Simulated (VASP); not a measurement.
A run of VASP 6.6.1 is set up as follows.

Contents of INCAR:

```
SYSTEM = Ba3Mg
PREC = Accurate
ENCUT = 520
EDIFF = 1E-7
ISMEAR = 0
SIGMA = 0.1
LREAL = .False.
LASPH = .True.
NELM = 60
ALGO = Normal
ISIF = 2
LWAVE = .False.
LCHARG = .False.
GGA = PE
NBANDS = 24
```

Contents of KPOINTS:

```
Automatic mesh
0
Gamma
  4 4 4
  0 0 0
```

POSCAR

```
Ba3Mg
1.0
    5.0482180696      0.0000000000      0.0000000000
    0.0000000000      5.0482180696      0.0000000000
    0.0000000000      0.0000000000      5.0482180696
Ba Mg
3 1
Direct
    0.0000000000      0.5000000000      0.5000000000
    0.5000000000      0.0000000000      0.5000000000
    0.5000000000      0.5000000000      0.0000000000
    0.0000000000      0.0000000000      0.0000000000
```

Potentials or basis: VASP PAW PBE potentials, release 64 (Ba_sv, Mg).

Command:

```console
$ cat potpaw_PBE.64/Ba_sv/POTCAR potpaw_PBE.64/Mg/POTCAR > POTCAR
$ mpirun -np 1 vasp_std > vasp.out
```

(1) Estimate the pressure.

(2) Estimate the band gap on the k mesh.

Answers

(1) 11.1 GPa.

(2) zero (band 16 reaches 4.00 eV, above the bottom of band 17 at 3.38 eV).

Caveat: spin-orbit coupling is left out, which moves the levels of the heavy elements.
